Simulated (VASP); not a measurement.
# Br (Im-3m) in VASP: single point with PBEsol

Aim: the single point of Br with PBEsol.

Program: VASP 6.6.1. These are calculated values, not measurements. Logs are shortened: lines on timing, memory, paths and dates and some standing lists are left out, and cuts for length are marked.

### Step 1. The cell of the first run

The structure is cubic, space group Im-3m (No. 229). The conventional cell has a = 3.663 Å, b = 3.663 Å, c = 3.663 Å, α = 90.00°, β = 90.00°, γ = 90.00°. Within 4.2 Å of Br (site symmetry m-3m) lie 14 Br at 3.17 to 3.66 Å.

### Step 2. Single point, PBEsol

File INCAR:

```
ALGO     = Normal         # electronic algorithm
EDIFF    = 1E-6           # SCF threshold, eV
ENCUT    = 520            # plane-wave cutoff, eV
GGA      = PS             # functional
ISIF     = 2              # what is computed and relaxed
ISMEAR   = -1             # smearing method
LASPH    = T              # aspherical terms in the spheres
LCHARG   = F              # write CHGCAR
LREAL    = F              # projectors in reciprocal space
LWAVE    = F              # write WAVECAR
NBANDS   = 10             # bands
NELM     = 80             # most SCF steps
PREC     = Accurate       # precision mode
SIGMA    = 0.13605693000000002 # smearing width, eV
```

File KPOINTS:

```
k-points
0
Gamma
  13 13 13
```

File POSCAR:

```
Br
1.0
   -1.8316669891      1.8316669891      1.8316669891
    1.8316669891     -1.8316669891      1.8316669891
    1.8316669891      1.8316669891     -1.8316669891
Br
1
Direct
    0.0000000000      0.0000000000      0.0000000000
```

Potentials or basis: VASP PAW PBE potentials, release 64 (Br).

Command:

```
cat potpaw_PBE.64/Br/POTCAR > POTCAR
mpirun -np 1 vasp_std > vasp.out
```

OUTCAR:

```text
EDIFF = 1E-6
   ENCUT = 520
   GGA = PS
   ISIF = 2
   ISMEAR = -1
   LASPH = T
   LREAL = F
   NELM = 80
   PREC = Accurate

 ion  position               nearest neighbor table
   1  0.000  0.000  0.000-

  LATTYP: Found a body centered cubic cell.
 ALAT       =     3.6633339782

  Lattice vectors:

 A1 = (  -1.8316669891,   1.8316669891,   1.8316669891)
 A2 = (   1.8316669891,  -1.8316669891,   1.8316669891)
 A3 = (   1.8316669891,   1.8316669891,  -1.8316669891)

Analysis of symmetry for initial positions (statically):
=====================================================================
 Subroutine PRICEL returns:
 Original cell was already a primitive cell.

 Routine SETGRP: Setting up the symmetry group for a
 body centered cubic supercell.

 Subroutine GETGRP returns: Found 48 space group operations
 (whereof 48 operations were pure point group operations)
 out of a pool of 48 trial point group operations.

The static configuration has the point symmetry O_h .

Analysis of symmetry for dynamics (positions and initial velocities):
=====================================================================
 Subroutine PRICEL returns:
 Original cell was already a primitive cell.

 Routine SETGRP: Setting up the symmetry group for a
 body centered cubic supercell.

 Subroutine GETGRP returns: Found 48 space group operations
 (whereof 48 operations were pure point group operations)
 out of a pool of 48 trial point group operations.

The dynamic configuration has the point symmetry O_h .

 Subroutine INISYM returns: Found 48 space group operations
 (whereof 48 operations are pure point group operations),
 and found     1 'primitive' translations

----------------------------------------------------------------------------------------

                                     Primitive cell

  volume of cell :      24.5810

  direct lattice vectors                    reciprocal lattice vectors
    -1.831666989  1.831666989  1.831666989     0.000000000  0.272975384  0.272975384
     1.831666989 -1.831666989  1.831666989     0.272975384  0.000000000  0.272975384
     1.831666989  1.831666989 -1.831666989     0.272975384  0.272975384  0.000000000

  length of vectors
     3.172540288  3.172540288  3.172540288     0.386045490  0.386045490  0.386045490

  position of ions in fractional coordinates (direct lattice)
     0.000000000  0.000000000  0.000000000

  ion indices of the primitive-cell ions
   primitive index   ion index
                 1           1

----------------------------------------------------------------------------------------

 KPOINTS: k-points

Automatic generation of k-mesh.
 Grid dimensions read from file:
 generate k-points for:   13   13   13

 Generating k-lattice:

  Cartesian coordinates                     Fractional coordinates (reciprocal lattice)
     0.000000000  0.020998106  0.020998106     0.076923077  0.000000000  0.000000000
     0.020998106  0.000000000  0.020998106     0.000000000  0.076923077  0.000000000
     0.020998106  0.020998106  0.000000000     0.000000000  0.000000000  0.076923077

  Length of vectors
     0.029695807  0.029695807  0.029695807

  Shift w.r.t. Gamma in fractional coordinates (k-lattice)
     0.000000000  0.000000000  0.000000000

 Subroutine IBZKPT returns following result:
 ===========================================

 Found     84 irreducible k-points:

 Following reciprocal coordinates:
            Coordinates               Weight
  0.000000  0.000000  0.000000      1.000000
  0.076923  0.000000  0.000000     12.000000
  0.153846  0.000000  0.000000     12.000000
  0.230769  0.000000  0.000000     12.000000
  0.307692  0.000000  0.000000     12.000000
  0.384615  0.000000  0.000000     12.000000
[... 16 lines left out ...]
  0.153846  0.076923  0.076923     24.000000
  0.230769  0.076923  0.076923     24.000000
 [... further k-points ...]
   k-points           NKPTS =     84   k-points in BZ     NKDIM =     84   number of bands    NBANDS=     10
   number of dos      NEDOS =    301   number of ions     NIONS =      1
   total plane-waves  NPLWV =  13824
   dimension x,y,z NGX =    24 NGY =   24 NGZ =   24
   dimension x,y,z NGXF=    48 NGYF=   48 NGZF=   48
   ions per type =               1
   NGX,Y,Z   is equivalent  to a cutoff of  12.58, 12.58, 12.58 a.u.
   NGXF,Y,Z  is equivalent  to a cutoff of  25.15, 25.15, 25.15 a.u.
 SYSTEM =  unknown system
   PREC   = accura    normal or accurate (medium, high low for compatibility)
   ISTART =      0    job   : 0-new  1-cont  2-samecut
   ICHARG =      2    charge: 1-file 2-atom 10-const
   ISPIN  =      1    spin polarized calculation?
   LNONCOLLINEAR =      F non collinear calculations
   LSORBIT =      F    spin-orbit coupling
   LASPH  =      T    aspherical Exc in radial PAW
   ENCUT  =  520.0 eV  38.22 Ry    6.18 a.u.   5.90  5.90  5.90*2*pi/ulx,y,z
   NELM   =     80;   NELMIN=  2; NELMDL= -5     # of ELM steps
   EDIFF  = 0.1E-05   stopping-criterion for ELM
   LREAL  =      F    real-space projection
   EDIFFG = 0.1E-04   stopping-criterion for IOM
   NSW    =      0    number of steps for IOM
   IBRION =     -1    ionic relax: 0-MD 1-quasi-New 2-CG
   NFREE  =      0    steps in history (QN), initial steepest desc. (CG)
   ISIF   =      2    stress and relaxation
   ISYM   =      2    0-nonsym 1-usesym 2-fastsym
   POTIM  = 0.5000    time-step for ionic-motion
   TEBEG  =    0.0;   TEEND  =   0.0 temperature during run
   PSTRESS=    0.0 pullay stress
   NELECT =       7.0000    total number of electrons
   NUPDOWN=      -1.0000    fix difference up-down
   EMIN   =  10.00;   EMAX   =-10.00  energy-range for DOS
   EFERMI =   0.00;   METHOD = LEGACY
   ISMEAR =    -1;   SIGMA  =   0.14  broadening in eV -4-tet -1-fermi 0-gaus
   EFERMI_NEDOS =   21; number of points for ismear=-14 and -15
   IALGO  =     38    algorithm
   IMIX   =      4    mixing-type and parameters
     AMIX     =   0.40;   BMIX     =  1.00
     AMIX_MAG =   1.60;   BMIX_MAG =  1.00
  volume/ion in A,a.u.               =      24.58       165.88
  Fermi-wavevector in a.u.,A,eV,Ry     =   1.077063  2.035353 15.783630  1.160064
  Thomas-Fermi vector in A             =   2.212964
   LORBIT       =      0    0 simple, 1 ext, 2 COOP (PROOUT), +10 PAW based schemes
   GGA     = PS    functional components
   LHFCALC =     F    Hartree Fock is set to
   AEXX    =    0.0000 exact exchange contribution
   IVDW    =     0    specifies the selected vdW correction
   LEPSILON=     F    determine dielectric tensor
   LRPA    =     F    only Hartree local field effects (RPA)
 non-spin polarized calculation
  energy-cutoff  :      520.00
  volume of cell :       24.58
 maximum number of plane-waves:       682
   NGX = 11   NGY = 11   NGZ = 11

 number of electron       7.0000003 magnetization

 Free energy of the ion-electron system (eV)
  ---------------------------------------------------
  ext. energy  EPLUGINS =         0.00000000
  ---------------------------------------------------
  free energy    TOTEN  =        -1.35944743 eV

  energy without entropy =       -1.26671758  energy(sigma->0) =       -1.31308250

 E-fermi :   2.3469     XC(G=0):  -9.8354

 val. band max:        2.3414138638   @ k =   0.2308   0.0000   0.0000
 cond. band min:       2.3486420575   @ k =  -0.3846  -0.4615   0.0769
 fundamental gap:      0.0072281937
 Fermi energy:         2.3468666694

 k-point     1 :       0.0000    0.0000    0.0000
  band No.  band energies     occupation
      1     -13.5355      2.00000
      2       3.2131      0.00343
      3       3.2131      0.00343
      4       3.2131      0.00343
      5      10.3944      0.00000
      6      15.0012      0.00000
      7      15.0012      0.00000
      8      15.0012      0.00000
      9      17.7377      0.00000
     10      17.7377      0.00000

 k-point     2 :       0.0769    0.0000    0.0000
  band No.  band energies     occupation
      1     -13.4579      2.00000
      2       2.7144      0.12578
      3       3.0853      0.00875
      4       3.1951      0.00391
      5      10.8431      0.00000
      6      14.6349      0.00000
      7      14.8010      0.00000
      8      15.3655      0.00000
      9      17.0324      0.00000
     10      17.5194      0.00000

 k-point     3 :       0.1538    0.0000    0.0000
  band No.  band energies     occupation
      1     -13.2334      2.00000
      2       1.5478      1.99439
      3       2.7560      0.09421
      4       3.1442      0.00568
      5      11.5704      0.00000
      6      13.8654      0.00000
      7      14.3393      0.00000
      8      16.4020      0.00000
      9      16.9221      0.00000
     10      17.2415      0.00000

 k-point     4 :       0.2308    0.0000    0.0000
  band No.  band energies     occupation
      1     -12.8882      2.00000
      2       0.1782      2.00000
      3       2.3414      1.02004
      4       3.0705      0.00975
      5      11.3358      0.00000
      6      13.0780      0.00000
      7      14.8801      0.00000
      8      17.2255      0.00000
      9      17.6425      0.00000
     10      17.9879      0.00000

 k-point     5 :       0.3077    0.0000    0.0000
  band No.  band energies     occupation
      1     -12.4748      2.00000
      2      -1.1143      2.00000
      3       1.9496      1.89764
      4       2.9899      0.01756
      5      10.5860      0.00000
      6      12.4310      0.00000
      7      16.0790      0.00000
      8      17.5530      0.00000
      9      18.7749      0.00000
     10      20.0000      0.00000

 k-point     6 :       0.3846    0.0000    0.0000
  band No.  band energies     occupation
      1     -12.0821      2.00000
      2      -2.1351      2.00000
      3       1.6541      1.98778
      4       2.9216      0.02885
      5       9.9800      0.00000
      6      11.9818      0.00000
      7      17.3192      0.00000
      8      18.2282      0.00000
      9      19.6503      0.00000
     10      22.2039      0.00000
[... 183 lines left out ...]
 k-point    21 :       0.3077    0.3077    0.0000
  band No.  band energies     occupation
      1     -11.5680      2.00000
      2      -1.7205      2.00000
      3      -0.9570      2.00000
      4       2.2430      1.36433
      5      11.5148      0.00000
      6      13.9395      0.00000
      7      15.0514      0.00000
      8      18.9967      0.00000
      9      20.0339      0.00000
     10      23.6804      0.00000

 k-point    22 :       0.0769    0.0769    0.0769
  band No.  band energies     occupation
      1     -13.0920      2.00000
      2       0.9334      1.99994
      3       2.8168      0.06132
      4       2.8168      0.06132
      5      12.1753      0.00000
      6      13.5053      0.00000
      7      13.5053      0.00000
      8      17.3294      0.00000
      9      17.3294      0.00000
     10      17.7667      0.00000

 k-point    23 :       0.1538    0.0769    0.0769
  band No.  band energies     occupation
      1     -12.7636      2.00000
      2      -0.1416      2.00000
      3       2.2464      1.35318
      4       2.6746      0.16499
      5      12.2291      0.00000
      6      12.9725      0.00000
      7      13.8750      0.00000
      8      17.5699      0.00000
      9      17.8159      0.00000
     10      19.6961      0.00000

 k-point    24 :       0.2308    0.0769    0.0769
  band No.  band energies     occupation
      1     -12.3736      2.00000
      2      -1.1765      2.00000
      3       1.6432      1.98872
      4       2.5246      0.42624
      5      11.5482      0.00000
      6      12.5956      0.00000
      7      15.3703      0.00000
      8      18.2013      0.00000
      9      18.2957      0.00000
     10      21.6971      0.00000

 [... further k-points ...]
[... 5 lines left out ...]
  --------------------------------------------------------------------------------------
  -------------------------------------------------------------------------------------
  Total       -0.0351546     -0.0351546     -0.0351546      0.0000000      0.0000000     -0.0000000
  in kB       -2.2913620     -2.2913620     -2.2913620      0.0000000      0.0000000     -0.0000000
  external PRESSURE =      -2.2913620 kB  Pullay stress =       0.0000000 kB

 VOLUME and BASIS-vectors are now :
 -----------------------------------------------------------------------------
  energy-cutoff  :      520.00
  volume of cell :       24.58
      direct lattice vectors                 reciprocal lattice vectors
    -1.831666989  1.831666989  1.831666989     0.000000000  0.272975384  0.272975384
     1.831666989 -1.831666989  1.831666989     0.272975384  0.000000000  0.272975384
     1.831666989  1.831666989 -1.831666989     0.272975384  0.272975384  0.000000000

 POSITION                                       TOTAL-FORCE (eV/Angst)
 -----------------------------------------------------------------------------------
      0.00000      0.00000      0.00000         0.000000     -0.000000      0.000000
 -----------------------------------------------------------------------------------
    total drift:                                0.000000     -0.000000     -0.000000

  FREE ENERGIE OF THE ION-ELECTRON SYSTEM (eV)
  ---------------------------------------------------
  free  energy   TOTEN  =        -1.3594474269 eV

  energy  without entropy=       -1.2667175752  energy(sigma->0) =       -1.31308250
```

Wall time 13 s (1 thread of Intel Xeon 8259CL, shared host); peak memory 0.14 GiB.

Results:

| Quantity | Value |
| --- | --- |
| Free energy | -1.3594 eV |
| Pressure | -0.2 GPa |

Caveat: the PAW data sets were made with another functional, which shifts forces and pressure a little; an odd number of electrons without spin polarisation forces a metal; a magnetic or distorted state may lie lower.
